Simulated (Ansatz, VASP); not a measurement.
**One calculation of Ni, two programs**

The input INCAR:

```
SYSTEM = Ni
  PREC = Accurate
  ENCUT = 520
  EDIFF = 1E-7
  ISMEAR = 0
  SIGMA = 0.05
  LREAL = .False.
  LASPH = .True.
  NELM = 150
  ALGO = Normal
  ISIF = 2
  LWAVE = .False.
  LCHARG = .False.
  ISPIN = 2
  MAGMOM = 0.8 0.8
  LORBIT = 11
  LMAXMIX = 4
  GGA = PE
  NBANDS = 21
```

File KPOINTS:

```
Automatic mesh
0
Gamma
  14 14 10
  0 0 0
```

The input POSCAR:

```
Ni
1.0
    0.0000000000      1.7593096190     -1.7593096190
    0.0000000000      1.7593096190      1.7593096190
    3.5186192380      0.0000000000      0.0000000000
Ni
2
Direct
    0.0000000000      0.0000000000      0.0000000000
    0.5000000000      0.5000000000      0.5000000000
```

Input for Ansatz:

```yaml
crystal:
  lattice:
    - [0.0, 1.759309619, -1.759309619]
    - [0.0, 1.759309619, 1.759309619]
    - [3.518619238, 0.0, 0.0]
  atoms:
    - { symbol: Ni, position: [0.0, 0.0, 0.0], spin: 0.8 }
    - { symbol: Ni, position: [0.5, 0.5, 0.5], spin: 0.8 }
basis:
  ecutwfc: 420
  ecutrho_ratio: 4
kpoints:
  mp_grid: { grid: [14, 14, 10] }
hamiltonian:
  xc: pbe
scf:
  occupations: { method: gaussian, width: 0.05 }
  lower_state_search: "off"
output:
  forces: true
  stress: true
  eigenvalues: true
  populations: true
magnetization:
  spin_polarized: true
```

Alike in both runs: task single point; functional PBE; k mesh 14 × 14 × 10; occupations gaussian, width 0.05 eV; collinear spin.

```csv
,VASP,Ansatz
version,VASP 6.6.1,Ansatz 0.2.0
potentials or method,"VASP PAW PBE potentials, release 64 (Ni), cutoff 520 eV","scalar-relativistic, plane waves, PAW"
valence electrons in the cell,20,36
```

Ansatz gave:

- gap on the k mesh at the Fermi level (eV): none
- pressure (GPa): -0.1
- traceless stress, the component that is largest in VASP (GPa): 0.05
- net moment per atom (μB): 0.63
- size of the moment on the site where the two differ most (μB): 0.66

Q: What did VASP give for the same quantities?

A: gap on the k mesh at the Fermi level (eV): none; pressure (GPa): -0.3; traceless stress, the component that is largest in VASP (GPa): 0.10; net moment per atom (μB): 0.61; size of the moment on the site where the two differ most (μB): 0.62.

Site moments also hang on the region over which each program counts them. A gap of «none» marks a metal or a gap that the smearing closes. VASP's potentials hold 20 valence electrons a cell and Ansatz's 36, so a difference there can come from the potentials and not from the codes.
